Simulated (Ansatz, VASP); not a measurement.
## One calculation of KCd2P2, two programs

```
K Cd P
1.0
    -4.48764    4.48522    0.00312
     4.48090    4.47865   -0.02790
     2.26446   -2.22659   -5.95653
K Cd P
2 4 4
Direct
  0.00015 0.99989 0.00006
  0.50002 0.50005 0.99989
  0.49898 0.24907 0.50015
  0.99828 0.74940 0.49966
  0.00187 0.25068 0.50100
  0.50106 0.75100 0.49988
  0.87972 0.49641 0.76111
  0.37941 0.99652 0.76202
  0.12053 0.50361 0.23884
  0.61999 0.00336 0.23739
```

Change from the starting cell: cell x2, atoms moved at random (sigma 0.1 Å) and cell strained at random (1.5 %), then relaxed without symmetry.

Alike in both runs: functional PBE; k mesh 4 × 4 × 4; occupations gaussian, width 0.2 eV; no spin polarisation.

Ansatz relaxed the structure, and its values are those at the end. VASP's run is a single point on that final structure, the one shown.

|  | VASP | Ansatz |
| --- | --- | --- |
| version | VASP 6.6.1 | Ansatz 0.2.0 |
| potentials or method | VASP PAW PBE potentials, release 64 (K_sv, Cd, P), cutoff 500 eV | scalar-relativistic, plane waves, PAW |
| valence electrons in the cell | 86 | 118 |

|  | VASP | Ansatz | Ansatz less VASP |
| --- | --- | --- | --- |
| gap on the k mesh at the Fermi level (eV) | none | none | - |
| pressure (GPa) | 0.2 | 0.0 | -0.19 |
| rms of the force components (eV/Å) | 0.013 | 0.008 | -0.0045 |

A gap of «none» marks a metal or a gap that the smearing closes. VASP's potentials hold 86 valence electrons a cell and Ansatz's 118, so a difference there can come from the potentials and not from the codes.
